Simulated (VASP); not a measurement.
# TiC8 (P6/mmm) in VASP: a series of runs, part 2 of 2

VASP 6.6.1. The steps go on from the part before.

### 4 Single point, PBE+D3(BJ)

This run uses another cell than the first one, of 8.75 Å³/atom, 0.937 times its volume.

Input file INCAR:

```
SYSTEM = TiC8
PREC = Accurate ; ENCUT = 520
EDIFF = 1E-7 ; ISMEAR = 0
SIGMA = 0.1 ; LREAL = .FALSE.
LASPH = .TRUE. ; NELM = 80
ALGO = Normal ; ISIF = 2
LWAVE = .FALSE. ; LCHARG = .FALSE.
GGA = PE ; IVDW = 12
NBANDS = 32
```

Input file KPOINTS:

```
Automatic mesh
0
G
  6 6 6
  0 0 0
```

Input file POSCAR:

```
TiC8
1.0
    5.0013135224      0.0000000000      0.0000000000
   -2.5006567612      4.3312645627      0.0000000000
    0.0000000000      0.0000000000      3.6348951466
Ti C
1 8
Direct
    0.0000000000      0.0000000000      0.5000000000
    0.3333333333      0.6666666667      0.0000000000
    0.3365381952      0.1682690976      0.0000000000
    0.8317309024      0.6634618048      0.0000000000
    0.8317309024      0.1682690976      0.0000000000
    0.1682690976      0.8317309024      0.0000000000
    0.1682690976      0.3365381952      0.0000000000
    0.6634618048      0.8317309024      0.0000000000
    0.6666666667      0.3333333333      0.0000000000
```

Potentials or basis: VASP PAW PBE potentials, release 64 (Ti_sv, C).

The run is started by

```sh
$ cat potpaw_PBE.64/Ti_sv/POTCAR potpaw_PBE.64/C/POTCAR > POTCAR
$ mpirun -np 1 vasp_std > vasp.out
```

OUTCAR:

```text
SYSTEM = TiC8
   PREC = Accurate
   ENCUT = 520
   EDIFF = 1E-7
   ISMEAR = 0
   LREAL = .FALSE.
   LASPH = .TRUE.
   NELM = 80
   ISIF = 2
   GGA = PE
   IVDW = 12
 IVDW          = 12

 ion  position               nearest neighbor table
   1  0.000  0.000  0.500-   3 2.33   8 2.33   3 2.33   8 2.33   6 2.33   5 2.33   6 2.33   5 2.33
                             4 2.33   7 2.33   7 2.33   4 2.33
   2  0.333  0.667  0.000-   6 1.43   8 1.43   7 1.43
   3  0.337  0.168  0.000-   9 1.43   7 1.46   6 1.46   1 2.33   1 2.33
   4  0.832  0.663  0.000-   9 1.43   8 1.46   6 1.46   1 2.33   1 2.33
   5  0.832  0.168  0.000-   9 1.43   7 1.46   8 1.46   1 2.33   1 2.33
   6  0.168  0.832  0.000-   2 1.43   4 1.46   3 1.46   1 2.33   1 2.33
   7  0.168  0.337  0.000-   2 1.43   3 1.46   5 1.46   1 2.33   1 2.33
   8  0.663  0.832  0.000-   2 1.43   4 1.46   5 1.46   1 2.33   1 2.33
   9  0.667  0.333  0.000-   5 1.43   3 1.43   4 1.43

  LATTYP: Found a hexagonal cell.
 ALAT       =     5.0013135224
 C/A-ratio  =     0.7267880988

  Lattice vectors:

 A1 = (   5.0013135224,   0.0000000000,   0.0000000000)
[... 201 lines left out ...]
      1     -49.7985      2.00000
      2     -26.2322      2.00000
      3     -26.1316      2.00000
      4     -26.1316      2.00000
      5     -13.2827      2.00000
      6      -8.1729      2.00000
[... 829 lines left out ...]
     31      15.1198      0.00000
     32      15.5801      0.00000

 [... further k-points ...]

------------------------ aborting loop because EDIFF is reached ----------------------------------------

 Edisp (eV)   -1.72229

 E8    (eV) :    -0.5825

  FORCE on cell =-STRESS in cart. coord.  units (eV):
  Direction    XX          YY          ZZ          XY          YZ          ZX
  --------------------------------------------------------------------------------------
  -------------------------------------------------------------------------------------
  Total       0.32673     0.32673     0.09527     0.00000     0.00000     0.00000
  in kB       6.64829     6.64829     1.93854     0.00000     0.00000     0.00000
  external pressure =        5.08 kB  Pullay stress =        0.00 kB

 VOLUME and BASIS-vectors are now :
 -----------------------------------------------------------------------------
  energy-cutoff  :      520.00
  volume of cell :       78.74
      direct lattice vectors                 reciprocal lattice vectors
     5.001313522  0.000000000  0.000000000     0.199947473  0.115439727  0.000000000
    -2.500656761  4.331264563  0.000000000     0.000000000  0.230879455  0.000000000
     0.000000000  0.000000000  3.634895147     0.000000000  0.000000000  0.275111099

 POSITION                                       TOTAL-FORCE (eV/Angst)
 -----------------------------------------------------------------------------------
      0.00000      0.00000      1.81745        -0.000000      0.000000     -0.000000
     -0.00000      2.88751      0.00000        -0.000000      0.000000     -0.000000
      1.26235      0.72882      0.00000         0.028797      0.016626     -0.000000
      2.50066      2.87363      0.00000        -0.000000     -0.033252      0.000000
      3.73896      0.72882      0.00000        -0.028797      0.016626     -0.000000
     -1.23831      3.60245      0.00000         0.028797     -0.016626     -0.000000
      0.00000      1.45764      0.00000        -0.000000      0.033252     -0.000000
      1.23831      3.60245      0.00000        -0.028797     -0.016626     -0.000000
      2.50066      1.44375      0.00000        -0.000000      0.000000      0.000000
 -----------------------------------------------------------------------------------
    total drift:                                0.000000     -0.000000      0.000000

  FREE ENERGIE OF THE ION-ELECTRON SYSTEM (eV)
  ---------------------------------------------------
  free  energy   TOTEN  =       -81.8328310719 eV

  energy  without entropy=      -81.8118333129  energy(sigma->0) =      -81.82233219
```

Wall time 66 s (1 thread of AMD EPYC 9R45 (Zen 5), shared host); peak memory 0.2 GiB.

What came out:

```yaml
Free_energy: -81.8328 eV
Pressure: 0.5 GPa
Largest_force: 0.033 eV/Å
Band_gap_on_the_k_mesh: zero (band 22 reaches 8.11 eV, above the bottom of band 23 at 6.38 eV)
Dispersion_energy_per_atom: -0.191 eV
```

Forces on the atoms (eV/Å):
```
Ti   0.000  0.000  0.000
C    0.000  0.000  0.000
C    0.029  0.017  0.000
C    0.000 -0.033  0.000
C   -0.029  0.017  0.000
C    0.029 -0.017  0.000
C    0.000  0.033  0.000
C   -0.029 -0.017  0.000
C    0.000  0.000  0.000
```

Stress tensor (GPa, compression positive):
```
0.66 0.00 0.00
0.00 0.66 0.00
0.00 0.00 0.19
```

Caveat: pairwise dispersion overbinds metals, which lowers pressure and volume.

### 5 Summary

```tsv
cell	k mesh	gap on the mesh (eV)	pressure (GPa)	largest force (eV/Å)
a = 4.912, b = 4.912, c = 4.020 Å, angles 90.0, 90.0, 120.0°, 9 atoms	6 × 6 × 4	none	5.7	0.62
a = 5.001, b = 5.001, c = 3.637 Å, angles 90.0, 90.0, 120.0°, 9 atoms	6 × 6 × 4	none	0.5	0.01
a = 5.001, b = 5.001, c = 3.635 Å, angles 90.0, 90.0, 120.0°, 9 atoms	6 × 6 × 6	none	0.5	0.03
```

Alike in all rows: task single point; level PBE+D3(BJ); potentials or basis VASP PAW PBE potentials, release 64 (Ti_sv, C); no spin polarisation; cutoff (eV) 520; smearing gaussian 0.1 eV.

Caveats: some runs use coarse meshes; pairwise dispersion overbinds metals, which lowers pressure and volume.

Absolute energies hang on the potentials; compare differences alone.
